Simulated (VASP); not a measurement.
A run of VASP 6.6.1 is set up as follows.

INCAR

```
SYSTEM = FeNi3
ALGO = Normal
EDIFF = 1E-7
ENCUT = 520
GGA = CA
ISIF = 2
ISMEAR = 0
ISPIN = 2
LASPH = .TRUE.
LCHARG = .FALSE.
LMAXMIX = 4
LORBIT = 11
LREAL = .FALSE.
LWAVE = .FALSE.
MAGMOM = 2.98 0.73 0.73 0.73
NBANDS = 31
NELM = 150
PREC = Accurate
SIGMA = 0.05
```

Contents of KPOINTS:

```
k-points
0
G
  12 12 12
  0 0 0
```

File POSCAR:

```
FeNi3
1.0
    3.4484818919      0.0000000000      0.0000000000
    0.0000000000      3.4484818919      0.0000000000
    0.0000000000      0.0000000000      3.4484818919
Fe Ni
1 3
Direct
    0.0000000000      0.0000000000      0.0000000000
    0.0000000000      0.5000000000      0.5000000000
    0.5000000000      0.0000000000      0.5000000000
    0.5000000000      0.5000000000      0.0000000000
```

Potentials or basis: VASP PAW LDA potentials, release 64 (Fe, Ni).

The run is started by

```console
$ cat potpaw_LDA.64/Fe/POTCAR potpaw_LDA.64/Ni/POTCAR > POTCAR
$ mpirun -np 1 vasp_std > vasp.out
```

Q: Predict the pressure.

A: -0.4 GPa.

Q: What does it give for the net moment?

A: 4.60 μB per cell.

Q: Predict the site moments.

A: Fe +2.71; Ni +0.61 μB.
